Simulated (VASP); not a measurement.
# AgPt3 (R-3m) in VASP: notebook, part 2 of 2

VASP 6.6.1. The steps go on from the part before.

**3. Electric field gradients, LDA (equal xy, yz and zx shear strains of +1 %)**

The input, INCAR:

```
SYSTEM = AgPt3
  PREC = Accurate
  ENCUT = 520
  EDIFF = 1E-8
  ISMEAR = -1
  SIGMA = 0.08
  LREAL = .False.
  LASPH = .True.
  NELM = 80
  ALGO = Normal
  ISIF = 2
  LWAVE = .False.
  LCHARG = .False.
  LEFG = .True.
  NBANDS = 28
```

The input, KPOINTS:

```
Automatic mesh
0
Gamma
  9 9 9
  0 0 0
```

The input, POSCAR:

```
AgPt3
1.0
    3.9000000000      0.0195000000      0.0195000000
    0.0195000000      3.9000000000      0.0195000000
    0.0195000000      0.0195000000      3.9000000000
Ag Pt
1 3
Direct
    0.0000000000      0.0000000000      0.0000000000
    0.0000000000      0.5000000000      0.5000000000
    0.5000000000      0.0000000000      0.5000000000
    0.5000000000      0.5000000000      0.0000000000
```

Potentials or basis: VASP PAW LDA potentials, release 64 (Ag, Pt).

Launch:

```sh
$ cat potpaw_LDA.64/Ag/POTCAR potpaw_LDA.64/Pt/POTCAR > POTCAR
$ mpirun -np 1 vasp_std > vasp.out
```

OUTCAR:

```text
SYSTEM = AgPt3
   PREC = Accurate
   ENCUT = 520
   EDIFF = 1E-8
   ISMEAR = -1
   LREAL = .False.
   LASPH = .True.
   NELM = 80
   ISIF = 2

 ion  position               nearest neighbor table
   1  0.000  0.000  0.000-   2 2.74   3 2.74   2 2.74   4 2.74   3 2.74   4 2.74   2 2.77   2 2.77
                             3 2.77   4 2.77   3 2.77   4 2.77
   2  0.000  0.500  0.500-   1 2.74   4 2.74   1 2.74   3 2.74   3 2.74   4 2.74   1 2.77   1 2.77
                             3 2.77   4 2.77   4 2.77   3 2.77
   3  0.500  0.000  0.500-   1 2.74   4 2.74   2 2.74   4 2.74   1 2.74   2 2.74   1 2.77   4 2.77
                             2 2.77   4 2.77   1 2.77   2 2.77
   4  0.500  0.500  0.000-   2 2.74   3 2.74   1 2.74   3 2.74   1 2.74   2 2.74   1 2.77   3 2.77
                             2 2.77   3 2.77   2 2.77   1 2.77

  LATTYP: Found a trigonal (rhomboedric) cell.
[... 978 lines left out ...]
   1      -0.000    -0.000     0.000     3.393     3.393     3.393
   2     -15.599     7.799     7.799     6.131     6.131     4.472
   3       7.799   -15.599     7.799     6.131     4.472     6.131
   4       7.799     7.799   -15.599     4.472     6.131     6.131
---------------------------------------------------------------------

 Electric field gradients after diagonalization (V/A^2)
 (convention: |V_zz| > |V_xx| > |V_yy|)
----------------------------------------------------------------------
 ion       V_xx      V_yy      V_zz     asymmetry (V_yy - V_xx)/ V_zz
----------------------------------------------------------------------
   1      -3.393    -3.393     6.786       0.000
   2      14.749     3.327   -18.076       0.632
   3      14.749     3.327   -18.076       0.632
   4      14.749     3.327   -18.076       0.632
----------------------------------------------------------------------

           NMR quadrupolar parameters

 Cq : quadrupolar parameter    Cq=e*Q*V_zz/h
 eta: asymmetry parameters     (V_yy - V_xx)/ V_zz
 Q  : nuclear electric quadrupole moment in mb (millibarn)
----------------------------------------------------------------------
 ion       Cq(MHz)       eta       Q (mb)
----------------------------------------------------------------------
   1       0.016       0.000       1.000
   2      -0.044       0.632       1.000
   3      -0.044       0.632       1.000
   4      -0.044       0.632       1.000
----------------------------------------------------------------------
```

OSZICAR:

```text
N       E                     dE             d eps       ncg     rms          rms(c)
DAV:   1     0.263866261937E+03    0.26387E+03   -0.20756E+04  4768   0.141E+03
DAV:   2    -0.196051944429E+02   -0.28347E+03   -0.27244E+03  5260   0.328E+02
DAV:   3    -0.277768920110E+02   -0.81717E+01   -0.80555E+01  5260   0.565E+01
DAV:   4    -0.278357526587E+02   -0.58861E-01   -0.58842E-01  5048   0.492E+00
DAV:   5    -0.278363334025E+02   -0.58074E-03   -0.58073E-03  5172   0.531E-01    0.245E+01
DAV:   6    -0.264022745197E+02    0.14341E+01   -0.30582E+00  4984   0.161E+01    0.133E+01
DAV:   7    -0.262750861679E+02    0.12719E+00   -0.55395E-01  5032   0.697E+00    0.460E+00
DAV:   8    -0.262475499499E+02    0.27536E-01   -0.10615E-01  5024   0.532E+00    0.204E+00
DAV:   9    -0.262420344381E+02    0.55155E-02   -0.20229E-02  4960   0.159E+00    0.188E-01
DAV:  10    -0.262418657110E+02    0.16873E-03   -0.73672E-04  5072   0.361E-01    0.673E-02
DAV:  11    -0.262418740175E+02   -0.83065E-05   -0.98185E-05  5052   0.999E-02    0.146E-02
DAV:  12    -0.262418735336E+02    0.48390E-06   -0.92261E-06  5136   0.267E-02    0.668E-03
DAV:  13    -0.262418733587E+02    0.17485E-06   -0.10421E-06  5064   0.924E-03    0.103E-03
DAV:  14    -0.262418733561E+02    0.25807E-08   -0.14646E-08  2980   0.106E-03
   1 F= -.26241873E+02 E0= -.26207058E+02  d E =-.696309E-01
```

stdout:

```text
POSCAR found type information on POSCAR AgPt
 POSCAR found :  2 types and       4 ions
 scaLAPACK will be used
 LDA part: xc-table for (Slater(with rela. corr.)+CA(PZ))
 , standard interpolation
 POSCAR, INCAR and KPOINTS ok, starting setup
 FFT: planning ... GRIDC
 FFT: planning ... GRID_SOFT
 FFT: planning ... GRID
 WAVECAR not read
 entering main loop
ion   1

ion   2
     0.0000674     0.2071129     0.1647583     1.3673670     0.2071129    -2.3683492
     0.0000928     0.2071129     0.1647583     1.3673670     0.2071129    -2.3683492
     0.0001278     0.2071129     0.1647583     1.3673670     0.2071129    -2.3683491
     0.0001760     0.2071129     0.1647583     1.3673669     0.2071129    -2.3683490

     0.0000674    -5.6475003    -4.1220570    -5.9839868    -5.6475003    10.3645692
     0.0000928    -5.6414076    -4.1168732    -5.9547220    -5.6414076    10.3138811
     0.0001278    -5.6322290    -4.1089974    -5.9097115    -5.6322290    10.2359206
     0.0001760    -5.6184632    -4.0970831    -5.8407801    -5.6184632    10.1165279

ion   3
     0.0000674     0.2071129     0.2071129     1.3673670     0.1647583     2.3683492
     0.0000928     0.2071129     0.2071129     1.3673670     0.1647583     2.3683492
     0.0001278     0.2071129     0.2071129     1.3673670     0.1647583     2.3683491
     0.0001760     0.2071129     0.2071129     1.3673669     0.1647583     2.3683490

     0.0000674    -5.6475003    -5.6475003    -5.9839868    -4.1220570   -10.3645692
     0.0000928    -5.6414076    -5.6414076    -5.9547220    -4.1168732   -10.3138811
     0.0001278    -5.6322290    -5.6322290    -5.9097115    -4.1089974   -10.2359206
     0.0001760    -5.6184632    -5.6184632    -5.8407801    -4.0970831   -10.1165279

ion   4
```

It took 2.7 min on 1 thread of Intel Xeon Platinum 8259CL at 2.50GHz (Skylake/Cascade Lake), shared host; peak memory 0.24 GiB.

What came out:

| Property | Result |
| --- | --- |
| Free energy | -26.2419 eV |
| Pressure | 3.0 GPa |
| Band gap on the k mesh | zero (an odd number of electrons rules out a gap without spin polarisation) |
| Largest electric field gradient by atom | Ag +6.8; Pt -18.1 V/Å² |

Electric field gradients, principal values (V/Å²):
```tsv
atom	least	middle	greatest (by size)
1 Ag	-3.393	-3.393	6.786
2 Pt	3.327	14.749	-18.076
3 Pt	3.327	14.749	-18.076
4 Pt	3.327	14.749	-18.076
```

Caveat: the cell differs from its parent crystal (equal xy, yz and zx shear strains of +1 %); without QUAD_EFG the Cq values of the log hold for a quadrupole moment of 1 mb, not for the nuclei; spin-orbit coupling is left out, which moves the levels of the heavy elements.
